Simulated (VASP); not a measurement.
Set up this calculation in VASP 6.6.1, as the native input.

- Task: single point
- Functional: PBEsol
- Potentials or basis: VASP PAW PBE potentials, release 64 (Pb_d, O)
- Cutoff: 520 eV
- k mesh: 8 × 8 × 10
- Occupations: gaussian, width 0.1 eV
- Spin: no spin polarisation
- Dipole correction: no
- Further INCAR settings: ALGO = Normal; EDIFF = 1e-06; NBANDS = 35

The structure of PbO2 lies in POSCAR:

```
PbO2
1.0
    5.0722196109      0.0000000000      0.0000000000
    0.0000000000      5.0722196109      0.0000000000
    0.0000000000      0.0000000000      3.3808529254
Pb O
2 4
Direct
    0.0000000000      0.0000000000      0.0000000000
    0.5000000000      0.5000000000      0.5000000000
    0.3076225152      0.3076225152      0.0000000000
    0.1923774848      0.8076225152      0.5000000000
    0.6923774848      0.6923774848      0.0000000000
    0.8076225152      0.1923774848      0.5000000000
```

This cell differs from its parent crystal: biaxial strain in the a-b plane: +1.5 %.

One way to write it, as run:

INCAR

```
SYSTEM = PbO2
ALGO = Normal
EDIFF = 1E-6
ENCUT = 520
GGA = PS
ISIF = 2
ISMEAR = 0
LASPH = .TRUE.
LCHARG = .FALSE.
LREAL = .FALSE.
LWAVE = .FALSE.
NBANDS = 35
NELM = 60
PREC = Accurate
SIGMA = 0.1
```

KPOINTS

```
k-points
0
G
  8 8 10
  0 0 0
```

Potentials or basis: VASP PAW PBE potentials, release 64 (Pb_d, O).

Launch:

```sh
$ cat potpaw_PBE.64/Pb_d/POTCAR potpaw_PBE.64/O/POTCAR > POTCAR
$ mpirun -np 1 vasp_std > vasp.out
```

It gave:

* Pressure: -1.8 GPa
* Largest force: 0.020 eV/Å
* Band gap on the k mesh: 0.05 eV (least direct gap 0.06 eV)

Caveat: the cell differs from its parent crystal (biaxial strain in the a-b plane: +1.5 %); the PAW data sets were made with another functional, which shifts forces and pressure a little; spin-orbit coupling is left out, which moves the levels of the heavy elements.

It took 2.6 min on 1 thread of Intel(R) Xeon(R) Platinum 8488C (Sapphire Rapids), with other jobs on the host, peak memory 0.34 GiB.
